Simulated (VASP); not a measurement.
# C (P6_3/mmc) in VASP: a series of runs, part 2 of 2

VASP 6.6.1. Earlier steps stand in the parts before.

### Step 4. Single point, revPBE+D4

This run uses another cell than the first one, of 5.79 Å³/atom.

The input, INCAR:

```
SYSTEM = C
  PREC = Accurate
  ENCUT = 520
  EDIFF = 1E-6
  ISMEAR = -1
  SIGMA = 0.05
  LREAL = .FALSE.
  LASPH = .TRUE.
  NELM = 80
  ALGO = Normal
  ISIF = 2
  LWAVE = .FALSE.
  LCHARG = .FALSE.
  GGA = RE
  IVDW = 13
  NBANDS = 36
```

The input, KPOINTS:

```
Automatic mesh
0
G
  12 12 3
  0 0 0
```

The input, POSCAR:

```
C
1.0
    2.5388031358      0.0000000000      0.0000000000
   -1.2694015679      2.1986680108      0.0000000000
    0.0000000000      0.0000000000     12.4375282125
C
12
Direct
    0.6666666667      0.3333333333      0.3541700000
    0.3333333333      0.6666666667      0.8541700000
    0.6666666667      0.3333333333      0.1458300000
    0.3333333333      0.6666666667      0.6458300000
    0.6666666667      0.3333333333      0.4791700000
    0.3333333333      0.6666666667      0.9791700000
    0.6666666667      0.3333333333      0.0208300000
    0.3333333333      0.6666666667      0.5208300000
    0.0000000000      0.0000000000      0.8125000000
    0.0000000000      0.0000000000      0.3125000000
    0.0000000000      0.0000000000      0.6875000000
    0.0000000000      0.0000000000      0.1875000000
```

Potentials or basis: VASP PAW PBE potentials, release 64 (C).

Launch:

```console
$ cat potpaw_PBE.64/C/POTCAR > POTCAR
$ mpirun -np 1 vasp_std > vasp.out
```

OUTCAR:

```text
SYSTEM = C
   PREC = Accurate
   ENCUT = 520
   EDIFF = 1E-6
   ISMEAR = -1
   LREAL = .FALSE.
   LASPH = .TRUE.
   NELM = 80
   ISIF = 2
   GGA = RE
   IVDW = 13

 ion  position               nearest neighbor table
   1  0.667  0.333  0.354-   5 1.55  10 1.55  10 1.55  10 1.55
   2  0.333  0.667  0.854-   6 1.55   9 1.55   9 1.55   9 1.55
   3  0.667  0.333  0.146-   7 1.55  12 1.55  12 1.55  12 1.55
   4  0.333  0.667  0.646-   8 1.55  11 1.55  11 1.55  11 1.55
   5  0.667  0.333  0.479-   8 1.55   8 1.55   8 1.55   1 1.55
   6  0.333  0.667  0.979-   7 1.55   7 1.55   7 1.55   2 1.55
   7  0.667  0.333  0.021-   6 1.55   6 1.55   6 1.55   3 1.55
   8  0.333  0.667  0.521-   5 1.55   5 1.55   5 1.55   4 1.55
   9  0.000  0.000  0.812-  11 1.55   2 1.55   2 1.55   2 1.55
  10  0.000  0.000  0.312-  12 1.55   1 1.55   1 1.55   1 1.55
  11  0.000  0.000  0.688-   9 1.55   4 1.55   4 1.55   4 1.55
  12  0.000  0.000  0.188-  10 1.55   3 1.55   3 1.55   3 1.55

  LATTYP: Found a hexagonal cell.
 ALAT       =     2.5388031358
 C/A-ratio  =     4.8989730780

  Lattice vectors:

 A1 = (   2.5388031358,   0.0000000000,   0.0000000000)
 A2 = (  -1.2694015679,   2.1986680108,   0.0000000000)
 A3 = (   0.0000000000,   0.0000000000,  12.4375282125)

Analysis of symmetry for initial positions (statically):
=====================================================================
 Subroutine PRICEL returns:
 Original cell was already a primitive cell.

 Routine SETGRP: Setting up the symmetry group for a
 hexagonal supercell.

 Subroutine GETGRP returns: Found 24 space group operations
 (whereof 12 operations were pure point group operations)
 out of a pool of 24 trial point group operations.

The static configuration has the point symmetry D_3d.
 The point group associated with its full space group is D_6h.

Analysis of symmetry for dynamics (positions and initial velocities):
=====================================================================
 Subroutine PRICEL returns:
 Original cell was already a primitive cell.

 Routine SETGRP: Setting up the symmetry group for a
 hexagonal supercell.
[... 160 lines left out ...]
 maximum number of plane-waves:      1891
 NGX is ok and might be reduce to    20
   NGX =  9   NGY =  9   NGZ = 47

 number of electron      47.9999994 magnetization

 Free energy of the ion-electron system (eV)
  ---------------------------------------------------
  ext. energy  EPLUGINS =         0.00000000
  ---------------------------------------------------
  free energy    TOTEN  =      -104.19369755 eV

  energy without entropy =     -104.19369755  energy(sigma->0) =     -104.19369755

 E-fermi :  10.6532     XC(G=0): -13.0886

 val. band max:        9.6288657460   @ k =   0.0000   0.0000   0.0000
 cond. band min:      13.9503457694   @ k =   0.3333  -0.0000   0.0000
 fundamental gap:      4.3214800234
 Fermi energy:        10.6531855768

 k-point     1 :       0.0000    0.0000    0.0000
  band No.  band energies     occupation
      1     -11.7454      2.00000
      2     -11.0093      2.00000
      3     -10.9648      2.00000
      4      -8.7764      2.00000
      5      -8.7542      2.00000
      6      -6.0707      2.00000
[... 925 lines left out ...]
     35      18.5843      0.00000
     36      19.2751      0.00000

 [... further k-points ...]

------------------------ aborting loop because EDIFF is reached ----------------------------------------

  DFT-D4 for vdW energy calculation

  Edisp (eV):   -5.88208

  FORCE on cell =-STRESS in cart. coord.  units (eV):
  Direction    XX          YY          ZZ          XY          YZ          ZX
  --------------------------------------------------------------------------------------
  -------------------------------------------------------------------------------------
  Total      -7.10494    -7.10494    -3.72760     0.00000     0.00000     0.00000
  in kB    -163.96397  -163.96397   -86.02346     0.00000     0.00000     0.00000
  external pressure =     -137.98 kB  Pullay stress =        0.00 kB

 VOLUME and BASIS-vectors are now :
 -----------------------------------------------------------------------------
  energy-cutoff  :      520.00
  volume of cell :       69.43
      direct lattice vectors                 reciprocal lattice vectors
     2.538803136  0.000000000  0.000000000     0.393886389  0.227410413  0.000000000
    -1.269401568  2.198668011  0.000000000     0.000000000  0.454820826  0.000000000
     0.000000000  0.000000000 12.437528213     0.000000000  0.000000000  0.080401828

 POSITION                                       TOTAL-FORCE (eV/Angst)
 -----------------------------------------------------------------------------------
      1.26940      0.73289      4.40500         0.000000      0.000000      0.295312
     -0.00000      1.46578     10.62376        -0.000000      0.000000      0.295312
      1.26940      0.73289      1.81376         0.000000     -0.000000     -0.295312
     -0.00000      1.46578      8.03253        -0.000000      0.000000     -0.295312
      1.26940      0.73289      5.95969         0.000000     -0.000000     -0.021727
     -0.00000      1.46578     12.17845        -0.000000      0.000000     -0.021727
      1.26940      0.73289      0.25907         0.000000     -0.000000      0.021727
     -0.00000      1.46578      6.47784        -0.000000      0.000000      0.021727
      0.00000      0.00000     10.10549        -0.000000     -0.000000      0.324504
      0.00000      0.00000      3.88673         0.000000     -0.000000      0.324504
      0.00000      0.00000      8.55080        -0.000000      0.000000     -0.324504
      0.00000      0.00000      2.33204         0.000000     -0.000000     -0.324504
 -----------------------------------------------------------------------------------
    total drift:                               -0.000000      0.000000      0.000000

  FREE ENERGIE OF THE ION-ELECTRON SYSTEM (eV)
  ---------------------------------------------------
  free  energy   TOTEN  =      -110.0757763435 eV

  energy  without entropy=     -110.0757763435  energy(sigma->0) =     -110.07577634
```

stdout:

```text
POSCAR found type information on POSCAR C
 POSCAR found :  1 types and      12 ions
 scaLAPACK will be used
 -----------------------------------------------------------------------------
|                                                                             |
|                                                                             |
|     You enforced a specific xc type in the INCAR file but a different       |
|     I HOPE YOU KNOW WHAT YOU ARE DOING!                                     |
|                                                                             |
 -----------------------------------------------------------------------------

 LDA part: xc-table for (Slater+PW92), standard interpolation
 POSCAR, INCAR and KPOINTS ok, starting setup
 FFT: planning ... GRIDC
 FFT: planning ... GRID_SOFT
 FFT: planning ... GRID
 WAVECAR not read
 entering main loop
```

Wall time 1.8 min (1 thread of Intel Xeon 8259CL, shared host); peak memory 0.21 GiB.

What came out:

```
Free energy                : -110.0758 eV
Pressure                   : -13.8 GPa
Largest force              : 0.325 eV/Å
Band gap on the k mesh     : 4.32 eV (least direct gap 5.25 eV)
Dispersion energy per atom : -0.490 eV
```

Forces on the atoms (eV/Å):
```
C    0.000  0.000  0.295
C    0.000  0.000  0.295
C    0.000  0.000 -0.295
C    0.000  0.000 -0.295
C    0.000  0.000 -0.022
C    0.000  0.000 -0.022
C    0.000  0.000  0.022
C    0.000  0.000  0.022
C    0.000  0.000  0.325
C    0.000  0.000  0.325
C    0.000  0.000 -0.325
C    0.000  0.000 -0.325
```

Caveat: the stress differs along the axes, from -16 to -9 GPa; the PAW data sets were made with another functional, which shifts forces and pressure a little.

### Step 5. Overview

| level | cell | gap on the mesh (eV) | pressure (GPa) | largest force (eV/Å) |
| --- | --- | --- | --- | --- |
| PBE+D4 | a = 2.510, b = 2.510, c = 12.379 Å, angles 90.0, 90.0, 120.0°, 12 atoms, atomic positions A | 4.47 | 0.7 | - |
| revPBE+D4 | a = 2.522, b = 2.522, c = 12.356 Å, angles 90.0, 90.0, 120.0°, 12 atoms, atomic positions B | 4.37 | -5.6 | 0.34 |
| revPBE+D4 | a = 2.539, b = 2.539, c = 12.438 Å, angles 90.0, 90.0, 120.0°, 12 atoms, atomic positions B | 4.32 | -13.8 | 0.32 |

Alike in all rows: task single point; potentials or basis VASP PAW PBE potentials, release 64 (C); no spin polarisation; k mesh 12 × 12 × 3; cutoff (eV) 520; smearing fermi-dirac 0.05 eV.

Caveats: the PAW data sets were made with another functional, which shifts forces and pressure a little (at least some runs); the stress differs along the axes, from -8 to -0 GPa (at least some runs); the stress differs along the axes, from -16 to -9 GPa (at least some runs).

Total energies depend on the potentials used, so only differences within one code and one set of settings carry meaning.
